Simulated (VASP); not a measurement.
Wanted: the native input for a VASP 6.6.1 run.

```yaml
Task: single point
Functional: PBE
Potentials_or_basis: VASP PAW PBE potentials, release 64 (Li_sv, H)
Cutoff: 520 eV
k_mesh: 10 × 10 × 10
Occupations: fermi-dirac, width 0.02 eV
Spin: no spin polarisation
Dipole_correction: no
Further_INCAR_settings: ALGO = Normal; EDIFF = 1e-06; NBANDS = 9
```

The structure of LiH lies in POSCAR:

```
LiH
1.0
    0.0000000000      1.9271272157      1.9984726907
    1.9271272157      0.0000000000      1.9984726907
    1.9271272157      1.9271272157      0.0000000000
Li H
1 1
Direct
    0.0000000000      0.0000000000      0.0000000000
    0.5000000000      0.5000000000      0.5000000000
```

This cell differs from its parent crystal: biaxial xy strain -3.6%.

One way to write it, as run:

INCAR

```
SYSTEM = LiH
  PREC = Accurate
  ENCUT = 520
  EDIFF = 1E-6
  ISMEAR = -1
  SIGMA = 0.02
  LREAL = .False.
  LASPH = .True.
  NELM = 100
  ALGO = Normal
  ISIF = 2
  LWAVE = .False.
  LCHARG = .False.
  GGA = PE
  NBANDS = 9
```

KPOINTS

```
regular mesh
0
Gamma
  10 10 10
  0 0 0
```

Potentials or basis: VASP PAW PBE potentials, release 64 (Li_sv, H).

Command:

```bash
$ cat potpaw_PBE.64/Li_sv/POTCAR potpaw_PBE.64/H/POTCAR > POTCAR
$ mpirun -np 1 vasp_std > vasp.out
```

Results of the run:

```
Band gap on the k mesh : 2.48 eV, indirect (least direct gap 2.77 eV)
```

Caveat: the cell differs from its parent crystal (biaxial xy strain -3.6%).

It took 16 s on 1 thread of Intel Xeon 8259CL (shared host), peak memory 0.13 GiB.
